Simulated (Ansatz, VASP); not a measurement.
**In2Sb3O in VASP and in Ansatz**

```
In Sb O
1.0
     3.88128    0.00000    0.00000
     0.00000    3.88128    0.00000
     0.00000    0.00000   10.48100
In Sb O
2 3 1
Direct
  0.50000 0.00000 0.88449
  0.00000 0.50000 0.11551
  0.50000 0.50000 0.33408
  0.50000 0.50000 0.66592
  0.00000 0.00000 0.50000
  0.00000 0.00000 0.00000
```

Alike in both runs: functional PBE; k mesh 8 × 8 × 4; occupations gaussian, width 0.1 eV; no spin polarisation.

Ansatz relaxed the structure, and its values are those at the end. VASP's run is a single point on that final structure, the one shown.

```csv
,VASP,Ansatz
version,VASP 6.6.1,Ansatz 0.2.0
potentials or method,"VASP PAW PBE potentials, release 64 (In_d, Sb, O), cutoff 520 eV","scalar-relativistic, plane waves, PAW"
valence electrons in the cell,47,77
```

Ansatz gave:

```
gap on the k mesh at the Fermi level (eV) : none
pressure (GPa)                            : 0.0
rms of the force components (eV/Å)        : 0.000
```

Task: Estimate VASP's values.

Result: gap on the k mesh at the Fermi level (eV): none; pressure (GPa): 0.0; rms of the force components (eV/Å): 0.007.

A gap of «none» marks a metal or a gap that the smearing closes. The functional is the same, so the differences come from potentials, cutoffs and numerics. VASP's potentials hold 47 valence electrons a cell and Ansatz's 77, so a difference there can come from the potentials and not from the codes.

Neither program's run includes spin-orbit coupling.
